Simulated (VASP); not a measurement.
Input of a VASP 6.6.1 run:

File INCAR:

```
PREC     = Accurate       # precision mode
ENCUT    = 520            # plane-wave cutoff, eV
EDIFF    = 1E-6           # SCF threshold, eV
ISMEAR   = 0              # smearing method
SIGMA    = 0.1            # smearing width, eV
LREAL    = False          # projectors in reciprocal space
LASPH    = True           # aspherical terms in the spheres
NELM     = 150            # most SCF steps
ALGO     = Normal         # electronic algorithm
ISIF     = 2              # what is computed and relaxed
LWAVE    = False          # write WAVECAR
LCHARG   = True           # write CHGCAR
ISPIN    = 2              # spin polarisation
MAGMOM   = 1 1 0 0 0 0    # initial moments
LORBIT   = 11             # projections on sites
LMAXMIX  = 4              # l up to which the mixer works
GGA      = PE             # functional
LELF     = True           # ELF
LVHAR    = True         
NBANDS   = 36             # bands
```

Contents of KPOINTS:

```
regular mesh
0
Gamma
  4 4 4
```

Contents of POSCAR:

```
TaPtS4
1.0
    0.0000000000      3.7984614586      3.7984614586
    3.7984614586      0.0000000000      3.7984614586
    3.7984614586      3.7984614586      0.0000000000
Ta Pt S
1 1 4
Direct
    0.0000000000      0.0000000000      0.0000000000
    0.7500000000      0.7500000000      0.7500000000
    0.3750000000      0.8750000000      0.3750000000
    0.3750000000      0.3750000000      0.8750000000
    0.3750000000      0.3750000000      0.3750000000
    0.8750000000      0.3750000000      0.3750000000
```

Potentials or basis: VASP PAW PBE potentials, release 64 (Ta_pv, Pt, S).

The run is started by

```console
$ cat potpaw_PBE.64/Ta_pv/POTCAR potpaw_PBE.64/Pt/POTCAR potpaw_PBE.64/S/POTCAR > POTCAR
$ mpirun -np 1 vasp_std > vasp.out
```

Estimate the net moment.

0.00 μB per cell.

Predict the pressure.

-11.6 GPa.
